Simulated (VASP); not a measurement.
# C (Fd-3m) in VASP: notebook, part 3 of 3

VASP 6.6.1.

## Step 5: Single point, BLYP

This run uses another cell than the first one, of 6.01 Å³/atom, 1.060 times its volume.

File INCAR:

```
AGGAC = 1.0
AGGAX = 1.0
ALDAC = 0.0
ALDAX = 1.0
ALGO = Normal
EDIFF = 1E-7
ENCUT = 520
GGA = B5
ISIF = 2
ISMEAR = -1
LASPH = True
LCHARG = False
LREAL = False
LWAVE = False
NBANDS = 11
NELM = 80
PREC = Accurate
SIGMA = 0.05
```

File KPOINTS:

```
k-points
0
Gamma
  13 13 13
```

File POSCAR:

```
C
1.0
    0.0000000000      1.8183469191      1.8183469191
    1.8183469191      0.0000000000      1.8183469191
    1.8183469191      1.8183469191      0.0000000000
C
2
Direct
    0.7500000000      0.7500000000      0.7500000000
    0.5000000000      0.5000000000      0.5000000000
```

Potentials or basis: VASP PAW PBE potentials, release 64 (C).

Run with:

```sh
cat potpaw_PBE.64/C/POTCAR > POTCAR
mpirun -np 1 vasp_std > vasp.out
```

OUTCAR:

```text
EDIFF = 1E-7
   ENCUT = 520
   GGA = B5
   ISIF = 2
   ISMEAR = -1
   LASPH = True
   LREAL = False
   NELM = 80
   PREC = Accurate

 ion  position               nearest neighbor table
   1  0.750  0.750  0.750-   2 1.57   2 1.57   2 1.57   2 1.57
   2  0.500  0.500  0.500-   1 1.57   1 1.57   1 1.57   1 1.57

  LATTYP: Found a face centered cubic cell.
 ALAT       =     3.6366938382

  Lattice vectors:

 A1 = (   0.0000000000,   1.8183469191,   1.8183469191)
 A2 = (   1.8183469191,   0.0000000000,   1.8183469191)
 A3 = (   1.8183469191,   1.8183469191,   0.0000000000)

Analysis of symmetry for initial positions (statically):
=====================================================================
 Subroutine PRICEL returns:
 Original cell was already a primitive cell.

 Routine SETGRP: Setting up the symmetry group for a
 face centered cubic supercell.

 Subroutine GETGRP returns: Found 48 space group operations
 (whereof 24 operations were pure point group operations)
 out of a pool of 48 trial point group operations.

The static configuration has the point symmetry T_d .
 The point group associated with its full space group is O_h .

[... 163 lines left out ...]
 cond. band min:      13.5161152073   @ k =   0.3846   0.3846   0.0000
 fundamental gap:      4.3259687884
 Fermi energy:        10.1912132464

 k-point     1 :       0.0000    0.0000    0.0000
  band No.  band energies     occupation
      1     -11.2477      2.00000
      2       9.1901      2.00000
      3       9.1901      2.00000
      4       9.1901      2.00000
      5      14.7612      0.00000
      6      14.7612      0.00000
      7      14.7612      0.00000
      8      21.2966      0.00000
      9      28.2507      0.00000
     10      35.4809      0.00000
     11      35.4809      0.00000
[... 309 lines left out ...]
 k-point    24 :       0.4615    0.1538    0.0000
  band No.  band energies     occupation
      1      -6.5132      2.00000
      2      -1.3777      2.00000
      3       5.0388      2.00000
      4       5.5861      2.00000
      5      16.2721      0.00000
      6      19.4606      0.00000
      7      19.4774      0.00000
      8      22.7337      0.00000
      9      29.3514      0.00000
     10      31.5967      0.00000
     11      35.7486      0.00000

 [... further k-points ...]
[... 5 lines left out ...]
  --------------------------------------------------------------------------------------
  -------------------------------------------------------------------------------------
  Total       -0.8916678     -0.8916678     -0.8916678      0.0000000      0.0000000      0.0000000
  in kB     -118.8101257   -118.8101257   -118.8101257      0.0000000      0.0000000      0.0000000
  external PRESSURE =    -118.8101257 kB  Pullay stress =       0.0000000 kB

 VOLUME and BASIS-vectors are now :
 -----------------------------------------------------------------------------
  energy-cutoff  :      520.00
  volume of cell :       12.02
      direct lattice vectors                 reciprocal lattice vectors
     0.000000000  1.818346919  1.818346919    -0.274975031  0.274975031  0.274975031
     1.818346919  0.000000000  1.818346919     0.274975031 -0.274975031  0.274975031
     1.818346919  1.818346919  0.000000000     0.274975031  0.274975031 -0.274975031

 POSITION                                       TOTAL-FORCE (eV/Angst)
 -----------------------------------------------------------------------------------
      2.72752      2.72752      2.72752        -0.000000     -0.000000     -0.000000
      1.81835      1.81835      1.81835         0.000000      0.000000      0.000000
 -----------------------------------------------------------------------------------
    total drift:                               -0.000000     -0.000000     -0.000000

  FREE ENERGIE OF THE ION-ELECTRON SYSTEM (eV)
  ---------------------------------------------------
  free  energy   TOTEN  =       -16.7163853797 eV

  energy  without entropy=      -16.7163853797  energy(sigma->0) =      -16.71638538
```

OSZICAR:

```text
N       E                     dE             d eps       ncg     rms          rms(c)
DAV:   1     0.261886388268E+01    0.26189E+01   -0.47488E+03  1939   0.694E+02
DAV:   2    -0.169665748513E+02   -0.19585E+02   -0.18989E+02  2501   0.127E+02
DAV:   3    -0.173486746873E+02   -0.38210E+00   -0.38122E+00  2172   0.137E+01
DAV:   4    -0.173493938394E+02   -0.71915E-03   -0.71914E-03  1980   0.762E-01
DAV:   5    -0.173493948903E+02   -0.10509E-05   -0.10509E-05  2126   0.272E-02    0.525E+00
DAV:   6    -0.168783929121E+02    0.47100E+00   -0.27584E-01  1887   0.373E+00    0.308E+00
DAV:   7    -0.167146602450E+02    0.16373E+00   -0.37353E-01  1995   0.433E+00    0.680E-01
DAV:   8    -0.167163732775E+02   -0.17130E-02   -0.99475E-03  1911   0.762E-01    0.420E-02
DAV:   9    -0.167163783007E+02   -0.50232E-05   -0.66030E-05  2173   0.676E-02    0.301E-02
DAV:  10    -0.167163854559E+02   -0.71552E-05   -0.72718E-06  1941   0.237E-02    0.890E-03
DAV:  11    -0.167163853797E+02    0.76163E-07   -0.26079E-07  2212   0.453E-03
   1 F= -.16716385E+02 E0= -.16716385E+02  d E =-.620268E-11
```

Wall time 9.4 s (1 thread of Intel Xeon Platinum 8375C at 2.90GHz (Ice Lake), shared host); peak memory 0.12 GiB.

What came out:

| Property | Result |
| --- | --- |
| Free energy | -16.7164 eV |
| Pressure | -11.9 GPa |
| Band gap on the k mesh | 4.33 eV, indirect (least direct gap 5.57 eV) |

Caveat: the PAW data sets were made with another functional, which shifts forces and pressure a little.

## Step 6: Single point, r2SCAN+D3(BJ)

This run uses another cell than the first one, of 5.33 Å³/atom, 0.940 times its volume.

File POSCAR:

```
C
1.0
    0.0000000000      1.7469644787      1.7469644787
    1.7469644787      0.0000000000      1.7469644787
    1.7469644787      1.7469644787      0.0000000000
C
2
Direct
    0.7500000000      0.7500000000      0.7500000000
    0.5000000000      0.5000000000      0.5000000000
```

File INCAR.step1:

```
SYSTEM = C
ALGO     = Normal         ! electronic algorithm
EDIFF    = 1E-4           ! SCF threshold, eV
ENCUT    = 520            ! plane-wave cutoff, eV
GGA      = PE             ! functional
ISMEAR   = -1             ! smearing method
LASPH    = .TRUE.         ! aspherical terms in the spheres
LCHARG   = .FALSE.        ! write CHGCAR
LREAL    = .FALSE.        ! projectors in reciprocal space
LWAVE    = .TRUE.         ! write WAVECAR
NBANDS   = 11             ! bands
NELM     = 60             ! most SCF steps
PREC     = Accurate       ! precision mode
SIGMA    = 0.05           ! smearing width, eV
```

File INCAR.step2:

```
SYSTEM = C
ALGO     = Normal         ! electronic algorithm
EDIFF    = 1E-7           ! SCF threshold, eV
ENCUT    = 520            ! plane-wave cutoff, eV
ISIF     = 2              ! what is computed and relaxed
ISMEAR   = -1             ! smearing method
ISTART   = 1            
IVDW     = 12             ! dispersion correction
LASPH    = .TRUE.         ! aspherical terms in the spheres
LCHARG   = .FALSE.        ! write CHGCAR
LMIXTAU  = .TRUE.       
LREAL    = .FALSE.        ! projectors in reciprocal space
LWAVE    = .FALSE.        ! write WAVECAR
METAGGA  = R2SCAN         ! meta-GGA
NBANDS   = 11             ! bands
NELM     = 60             ! most SCF steps
PREC     = Accurate       ! precision mode
SIGMA    = 0.05           ! smearing width, eV
VDW_A1   = 0.49484001   
VDW_A2   = 5.73083694   
VDW_S6   = 1.0          
VDW_S8   = 0.78981345
```

File KPOINTS:

```
k-points
0
G
  13 13 13
  0 0 0
```

Potentials or basis: VASP PAW PBE potentials, release 64 (C).

Run with:

```sh
cat potpaw_PBE.64/C/POTCAR > POTCAR
cp INCAR.step1 INCAR
mpirun -np 1 vasp_std > vasp.out
cp INCAR.step2 INCAR
mpirun -np 1 vasp_std > vasp.out
```

Run time: 26 s. Hardware: 1 thread of Intel Xeon Platinum 8375C at 2.90GHz (Ice Lake), shared host; peak memory 0.13 GiB.

Results (log left out):

* Free energy: -19.7906 eV
* Pressure: 26.6 GPa
* Band gap on the k mesh: 4.48 eV, indirect (least direct gap 6.01 eV)
* Dispersion energy per atom: -0.096 eV

Levels at points of the mesh, in eV from the valence-band top:
```tsv
k point	band 1	band 2	band 3	band 4	band 5	band 6	band 7	band 8	band 9
(0.00, 0.00, 0.00)	-23.57	0.00	0.00	0.00	6.01	6.01	6.01	15.33	21.27
```

Caveat: the PAW data sets were made with another functional, which shifts forces and pressure a little.

## Step 7: Summary

| level | cell | gap on the mesh (eV) | pressure (GPa) |
| --- | --- | --- | --- |
| BLYP | a = 2.522 Å, angles 60.0°, 2 atoms | 4.47 | 11.7 |
| BLYP | a = 2.539 Å, angles 60.0°, 2 atoms | 4.42 | 3.1 |
| BLYP | a = 2.555 Å, angles 60.0°, 2 atoms | 4.37 | -4.7 |
| BLYP | a = 2.572 Å, angles 60.0°, 2 atoms | 4.33 | -11.9 |
| r2SCAN+D3(BJ) | a = 2.471 Å, angles 60.0°, 2 atoms | 4.48 | 26.6 |

Alike in all rows: task single point; potentials or basis VASP PAW PBE potentials, release 64 (C); no spin polarisation; k mesh 13 × 13 × 13; cutoff (eV) 520; smearing fermi-dirac 0.05 eV.

Caveats: the PAW data sets were made with another functional, which shifts forces and pressure a little.

Total energies depend on the potentials used, so only differences within one code and one set of settings carry meaning.
